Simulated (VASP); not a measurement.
The system is B3N2.

```
B N
1.0
     4.03115    0.00000    0.00000
    -2.01557    3.49108    0.00000
     0.00000    0.00000    2.96601
B N
3 2
Direct
  0.00000 0.00000 0.75065
  0.00000 0.00000 0.24935
  0.66667 0.33333 0.00000
  0.66667 0.33333 0.50000
  0.33333 0.66667 0.00000
```

The cell was generated, and may not be a known phase.

```yaml
Program: VASP 6.6.1
Task: relaxation of cell and atoms
Functional: PBE
Potentials_or_basis: VASP PAW PBE potentials, release 64 (B, N)
Cutoff: 600 eV
k_mesh: 6 × 6 × 6
Occupations: gaussian, width 0.1 eV
Spin: no spin polarisation
```

At the start: pressure -0.2 GPa; volume 8.35 Å³/atom.

Problem. How do energy, volume and symmetry change on relaxing?

Solution. Over 7 steps the energy falls by 2.3 meV/atom and the volume is 8.14 Å³/atom (-2.5 %); space group P-6m2 (No. 187, to 0.1 Å) before and after.

The path:
```
step  energy change (eV)  largest force (eV/Å)  pressure (GPa)  volume (Å³)
   1              0.0000                0.0293           -0.23        41.74
   2             -0.0051                0.1342           -2.35        41.67
   3             -0.0051                0.1225           -2.20        41.67
   4             -0.0088                0.2748           -1.53        41.28
   5             -0.0091                0.4215           -1.27        41.14
   6             -0.0110                0.2037           -0.68        40.92
   7             -0.0116                0.0041           -0.10        40.71
```

Final structure:
```yaml
crystal:
  lattice:
    - [3.96507, 0.00000, 0.00000]
    - [-1.98253, 3.43385, 0.00000]
    - [0.00000, 0.00000, 2.98972]
  atoms:
    - { symbol: B, position: [0.00000, 0.00000, 0.75029] }
    - { symbol: B, position: [0.00000, 0.00000, 0.24971] }
    - { symbol: B, position: [0.66667, 0.33333, 0.00000] }
    - { symbol: N, position: [0.66667, 0.33333, 0.50000] }
    - { symbol: N, position: [0.33333, 0.66667, 0.00000] }
```
